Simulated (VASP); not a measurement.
# Zr (C2/m) in VASP: notebook, part 2 of 2

VASP 6.6.1.

## (3) Single point, PBEsol (atom 1 (Zr) moved by (+0.300, -0.150) A along y and z)

Contents of INCAR:

```
SYSTEM = Zr
  PREC = Accurate
  ENCUT = 520
  EDIFF = 1E-7
  ISMEAR = 0
  SIGMA = 0.15
  LREAL = .False.
  LASPH = .True.
  NELM = 100
  ALGO = Fast
  ISIF = 2
  LWAVE = .False.
  LCHARG = .True.
  GGA = PS
  LELF = .True.
  LVHAR = .True.
  NBANDS = 19
```

Contents of KPOINTS:

```
regular mesh
0
Gamma
  18 18 10
  0 0 0
```

Contents of POSCAR:

```
Zr
1.0
    3.2319982225      0.0000000000      0.0000000000
   -1.6159991112      2.7989925657      0.0000000000
    0.0000000000      0.0000000000      5.1470000000
Zr
2
Direct
    0.3869240437      0.7738480875      0.2208568098
    0.6666666667      0.3333333333      0.7500000000
```

Potentials or basis: VASP PAW PBE potentials, release 64 (Zr_sv).

Started as:

```console
cat potpaw_PBE.64/Zr_sv/POTCAR > POTCAR
mpirun -np 1 vasp_std > vasp.out
```

OUTCAR:

```text
SYSTEM = Zr
   PREC = Accurate
   ENCUT = 520
   EDIFF = 1E-7
   ISMEAR = 0
   LREAL = .False.
   LASPH = .True.
   NELM = 100
   ISIF = 2
   GGA = PS

 ion  position               nearest neighbor table
   1  0.387  0.774  0.221-   2 2.89   2 3.14   2 3.16   2 3.16   2 3.40   2 3.40
   2  0.667  0.333  0.750-   1 2.89   1 3.14   1 3.16   1 3.16   1 3.40   1 3.40

  LATTYP: Found a hexagonal cell.
 ALAT       =     3.2319982225
 C/A-ratio  =     1.5925132521

  Lattice vectors:

 A1 = (   3.2319982225,   0.0000000000,   0.0000000000)
 A2 = (  -1.6159991112,   2.7989925657,   0.0000000000)
 A3 = (   0.0000000000,   0.0000000000,   5.1470000000)

Analysis of symmetry for initial positions (statically):
=====================================================================
 Subroutine PRICEL returns:
 Original cell was already a primitive cell.

 Routine SETGRP: Setting up the symmetry group for a
 hexagonal supercell.

 Subroutine GETGRP returns: Found  4 space group operations
 (whereof  2 operations were pure point group operations)
 out of a pool of 24 trial point group operations.

The static configuration has the point symmetry C_1h.
 The point group associated with its full space group is C_2h.

Analysis of symmetry for dynamics (positions and initial velocities):
=====================================================================
 Subroutine PRICEL returns:
 Original cell was already a primitive cell.

 Routine SETGRP: Setting up the symmetry group for a
 hexagonal supercell.

 Subroutine GETGRP returns: Found  4 space group operations
 (whereof  2 operations were pure point group operations)
 out of a pool of 24 trial point group operations.

The dynamic configuration has the point symmetry C_1h.
 The point group associated with its full space group is C_2h.

 Subroutine INISYM returns: Found  4 space group operations
 (whereof  2 operations are pure point group operations),
 and found     1 'primitive' translations

[... 111 lines left out ...]
   IALGO  =     68    algorithm
   IMIX   =      4    mixing-type and parameters
     AMIX     =   0.40;   BMIX     =  1.00
     AMIX_MAG =   1.60;   BMIX_MAG =  1.00
  volume/ion in A,a.u.               =      23.28       157.11
  Fermi-wavevector in a.u.,A,eV,Ry     =   1.312612  2.480476 23.442147  1.722949
  Thomas-Fermi vector in A             =   2.442992
   LORBIT       =      0    0 simple, 1 ext, 2 COOP (PROOUT), +10 PAW based schemes
   GGA     = PS    functional components
   LHFCALC =     F    Hartree Fock is set to
   AEXX    =    0.0000 exact exchange contribution
   IVDW    =     0    specifies the selected vdW correction
   LEPSILON=     F    determine dielectric tensor
   LRPA    =     F    only Hartree local field effects (RPA)
 non-spin polarized calculation
 RMM-DIIS sequential band-by-band and
 Gauss-broadening in eV      SIGMA  =   0.15
  energy-cutoff  :      520.00
  volume of cell :       46.56
 maximum number of plane-waves:      1284
   NGX = 13   NGY = 13   NGZ = 19

 number of electron      24.0000000 magnetization

 Free energy of the ion-electron system (eV)
  ---------------------------------------------------
  ext. energy  EPLUGINS =         0.00000000
  ---------------------------------------------------
  free energy    TOTEN  =       -18.07509279 eV

  energy without entropy =      -18.05077217  energy(sigma->0) =      -18.06293248

 E-fermi :   8.7720     XC(G=0): -11.1911

 val. band max:        8.7707744086   @ k =   0.0556  -0.3333   0.3000
 cond. band min:       8.7729860406   @ k =  -0.1111   0.3333   0.2000
 fundamental gap:      0.0022116321
 Fermi energy:         8.7719660482

 k-point     1 :       0.0000    0.0000    0.0000
  band No.  band energies     occupation
      1     -39.8926      2.00000
      2     -39.7064      2.00000
      3     -18.4977      2.00000
      4     -17.6056      2.00000
      5     -17.5087      2.00000
      6     -17.4582      2.00000
[... 505 lines left out ...]
      6     -17.5773      2.00000
[... 11 lines left out ...]
     18      11.3086      0.00000
     19      13.9139      0.00000

 [... further k-points ...]

------------------------ aborting loop because EDIFF is reached ----------------------------------------

  FORCE on cell =-STRESS in cart. coord.  units (eV):
  Direction    XX          YY          ZZ          XY          YZ          ZX
  --------------------------------------------------------------------------------------
  -------------------------------------------------------------------------------------
  Total       -1.7096765     -0.3874915     -0.4688959     -0.0000000     -0.1743508     -0.0000000
  in kB      -58.8298180    -13.3335477    -16.1346673     -0.0000000     -5.9993949     -0.0000000
  external PRESSURE =     -29.4326777 kB  Pullay stress =       0.0000000 kB

 VOLUME and BASIS-vectors are now :
 -----------------------------------------------------------------------------
  energy-cutoff  :      520.00
  volume of cell :       46.56
      direct lattice vectors                 reciprocal lattice vectors
     3.231998223  0.000000000  0.000000000     0.309406111  0.178635701  0.000000000
    -1.615999111  2.798992566  0.000000000     0.000000000  0.357271403  0.000000000
     0.000000000  0.000000000  5.147000000     0.000000000  0.000000000  0.194287935

 POSITION                                       TOTAL-FORCE (eV/Angst)
 -----------------------------------------------------------------------------------
     -0.00000      2.16600      1.13675        -0.000000     -0.244330      0.637770
      1.61600      0.93300      3.86025         0.000000      0.244330     -0.637770
 -----------------------------------------------------------------------------------
    total drift:                               -0.000000     -0.000001      0.000003

  FREE ENERGIE OF THE ION-ELECTRON SYSTEM (eV)
  ---------------------------------------------------
  free  energy   TOTEN  =       -18.0750927871 eV

  energy  without entropy=      -18.0507721675  energy(sigma->0) =      -18.06293248
```

stdout:

```text
POSCAR found type information on POSCAR Zr
 POSCAR found :  1 types and       2 ions
[... 94 lines left out ...]
 num prob  num prob  num prob  num prob  num prob  num prob  num prob  num prob  num prob  num prob  num prob WARNING in EDDRMM: call to ZHEGV failed, returncode =   8  4      7
 num prob  num prob  num prob  num prob  num prob  num prob  num prob  num prob  num prob  num prob  num prob WARNING in EDDRMM: call to ZHEGV failed, returncode =   6  3     13
 num prob  num prob  num prob  num prob  num prob  num prob  num prob  num prob  num prob  num prob  num prob  num prob  num prob  num prob  num prob  num prob  num prob  num prob  num prob  num prob  num p
```

It took 14 min on 1 thread of Intel Xeon Platinum 8488C (Sapphire Rapids), shared host; peak memory 0.67 GiB.

What came out:

```yaml
Free_energy: -18.0751 eV
Pressure: -2.9 GPa
Largest_force: 0.683 eV/Å
Band_gap_on_the_k_mesh: zero (bands 12 and 13 overlap by 1.34 eV)
```

Forces on the atoms (eV/Å):
```
Zr   0.000 -0.244  0.638
Zr   0.000  0.244 -0.638
```

Caveat: the cell differs from its parent crystal (atom 1 (Zr) moved by (+0.300, -0.150) A along y and z); the PAW data sets were made with another functional, which shifts forces and pressure a little.

## (4) Single point, PBEsol (atom 1 (Zr) moved by (-0.150, -0.150) A along y and z)

Contents of INCAR:

```
SYSTEM = Zr
PREC     = Accurate       ! precision mode
ENCUT    = 520            ! plane-wave cutoff, eV
EDIFF    = 1E-7           ! SCF threshold, eV
ISMEAR   = 0              ! smearing method
SIGMA    = 0.15           ! smearing width, eV
LREAL    = .False.        ! projectors in reciprocal space
LASPH    = .True.         ! aspherical terms in the spheres
NELM     = 100            ! most SCF steps
ALGO     = Fast           ! electronic algorithm
ISIF     = 2              ! what is computed and relaxed
LWAVE    = .False.        ! write WAVECAR
LCHARG   = .False.        ! write CHGCAR
GGA      = PS             ! functional
NBANDS   = 19             ! bands
```

Contents of KPOINTS:

```
Automatic mesh
0
Gamma
  18 18 10
  0 0 0
```

POSCAR, as its differences from that of step 3:

```diff
@@ -8,3 +8,3 @@
 Direct
-    0.3869240437      0.7738480875      0.2208568098
+    0.3065379781      0.6130759563      0.2208568098
     0.6666666667      0.3333333333      0.7500000000
```

Started as:

```console
cat potpaw_PBE.64/Zr_sv/POTCAR > POTCAR
mpirun -np 1 vasp_std > vasp.out
```

Wall time 13 min (1 thread of Intel Xeon Platinum 8488C (Sapphire Rapids), shared host); peak memory 0.66 GiB.

It converged, with:

```yaml
Free_energy: -18.1026 eV
Pressure: -2.5 GPa
Largest_force: 0.671 eV/Å
Band_gap_on_the_k_mesh: zero (bands 12 and 13 overlap by 1.16 eV)
```

Forces in eV/Å, atoms in the order of the input:
```
Zr   0.000  0.105  0.663
Zr   0.000 -0.105 -0.663
```

Stress tensor (GPa, compression positive):
```
-2.11  0.00  0.00
 0.00 -3.91  0.10
 0.00  0.10 -1.55
```

Levels at points of the mesh, in eV from the Fermi level:
| k point | band 9 | band 10 | band 11 | band 12 | band 13 | band 14 | band 15 | band 16 |
| --- | --- | --- | --- | --- | --- | --- | --- | --- |
| (0.00, 0.00, 0.00) | -5.64 | -3.05 | 0.65 | 0.75 | 0.93 | 1.33 | 1.45 | 1.68 |
| (0.50, 0.00, 0.00) | -2.59 | -2.41 | -1.96 | -0.23 | 0.54 | 0.60 | 1.41 | 4.86 |
| (0.00, 0.50, 0.00) | -2.66 | -2.66 | -2.31 | -0.07 | 0.40 | 1.26 | 1.75 | 5.03 |
| (0.00, 0.00, 0.50) | -3.99 | -3.89 | -0.47 | 0.59 | 0.68 | 0.76 | 0.78 | 0.84 |
| (0.50, 0.00, 0.50) | -2.97 | -2.84 | -1.29 | -0.82 | 1.66 | 1.67 | 1.99 | 2.68 |
| (0.00, 0.50, 0.50) | -2.84 | -2.69 | -1.33 | -0.86 | 1.54 | 1.73 | 1.75 | 2.61 |

Caveat: the cell differs from its parent crystal (atom 1 (Zr) moved by (-0.150, -0.150) A along y and z); the PAW data sets were made with another functional, which shifts forces and pressure a little.

## (5) The runs side by side

```tsv
cell	further INCAR settings	gap on the mesh (eV)	pressure (GPa)	largest force (eV/Å)
as given, atomic positions A	ALGO = Fast; EDIFF = 1e-06; NBANDS = 19	none	-2.5	0.67
as given, atomic positions B	ALGO = Fast; EDIFF = 1e-07; NBANDS = 19	none	-2.9	0.68
as given, atomic positions C	ALGO = Fast; EDIFF = 1e-07; NBANDS = 19	none	-2.5	0.67
```

Alike in all rows: task single point; level PBEsol; potentials or basis VASP PAW PBE potentials, release 64 (Zr_sv); no spin polarisation; k mesh 18 × 18 × 10; cutoff (eV) 520; smearing gaussian 0.15 eV.

Caveats: the PAW data sets were made with another functional, which shifts forces and pressure a little.

Absolute energies hang on the potentials; compare differences alone.
